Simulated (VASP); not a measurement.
Set up this calculation in VASP 6.6.1, as the native input.

```
Task                   : single point
Functional             : PBEsol
Potentials or basis    : VASP PAW PBE potentials, release 64 (Os)
Cutoff                 : 520 eV
k mesh                 : 18 × 18 × 10
Occupations            : fermi-dirac, width 0.05 eV
Spin                   : no spin polarisation
Dipole correction      : no
Further INCAR settings : ALGO = Normal; EDIFF = 1e-06; NBANDS = 15
```

The structure of Os lies in POSCAR:

```
Os
1.0
    2.7273585510      0.0000000000      0.0000000000
   -1.3636792755      2.3619617904      0.0000000000
    0.0000000000      0.0000000000      4.3126076234
Os
2
Direct
    0.3333333333      0.6666666667      0.2500000000
    0.6666666667      0.3333333333      0.7500000000
```

One way to write it, as run:

INCAR

```
SYSTEM = Os
PREC = Accurate ; ENCUT = 520
EDIFF = 1E-6 ; ISMEAR = -1
SIGMA = 0.05 ; LREAL = .FALSE.
LASPH = .TRUE. ; NELM = 80
ALGO = Normal ; ISIF = 2
LWAVE = .FALSE. ; LCHARG = .TRUE.
GGA = PS ; LELF = .TRUE.
LVHAR = .TRUE. ; NBANDS = 15
```

KPOINTS

```
Automatic mesh
0
G
  18 18 10
  0 0 0
```

Potentials or basis: VASP PAW PBE potentials, release 64 (Os).

The run is started by

```console
$ cat potpaw_PBE.64/Os/POTCAR > POTCAR
$ mpirun -np 1 vasp_std > vasp.out
```

It gave:

```json
{
 "Pressure": "0.5 GPa",
 "Band gap on the k mesh": "zero (bands 8 and 9 overlap by 4.00 eV)"
}
```

Caveat: the PAW data sets were made with another functional, which shifts forces and pressure a little; spin-orbit coupling is left out, which moves the levels of the heavy elements.

Run time: 47 s on 1 thread of Intel(R) Xeon(R) Platinum 8259CL CPU @ 2.50GHz (Skylake/Cascade Lake), on a shared host, peak memory 0.2 GiB.
